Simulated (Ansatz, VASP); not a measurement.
**Ga: VASP beside Ansatz**

```
Ga
1.0
     1.45000   -4.06500    0.00000
     1.45000    4.06500    0.00000
     0.00000    0.00000    3.23340
Ga
2
Direct
  0.86700 0.13300 0.25000
  0.13300 0.86700 0.75000
```

Change from the starting cell: zz strain of +2 %, PAW files.

Alike in both runs: task electric field gradients; functional LDA; k mesh 12 × 12 × 10; occupations fermi-dirac, width 0.08 eV; no spin polarisation.

|  | VASP | Ansatz |
| --- | --- | --- |
| version | VASP 6.6.1 | Ansatz 0.2.0 |
| potentials or method | VASP PAW LDA potentials, release 64 (Ga_d) | PAW with Ansatz's default frozen-core files, scalar-relativistic |
| plane-wave cutoff (eV) | 520 | 420 |
| valence electrons in the cell | 26 | 26 |

VASP gave:

- pressure (GPa): -4.7
- traceless stress, the component that is largest in VASP (GPa): -1.79
- rms of the force components (eV/Å): 0.095
- size of Vzz on the site where it differs most (V/Å²): 26.2

Task: Which values does Ansatz return?

Result: Pressure (GPa): -4.7; traceless stress, the component that is largest in VASP (GPa): -1.78; rms of the force components (eV/Å): 0.093; size of Vzz on the site where it differs most (V/Å²): 27.0.

LDA's correlation is that of Perdew and Zunger in VASP and of Perdew and Wang (1992) in Ansatz. Atom by atom the forces differ by 0.001 eV/Å (rms over components).
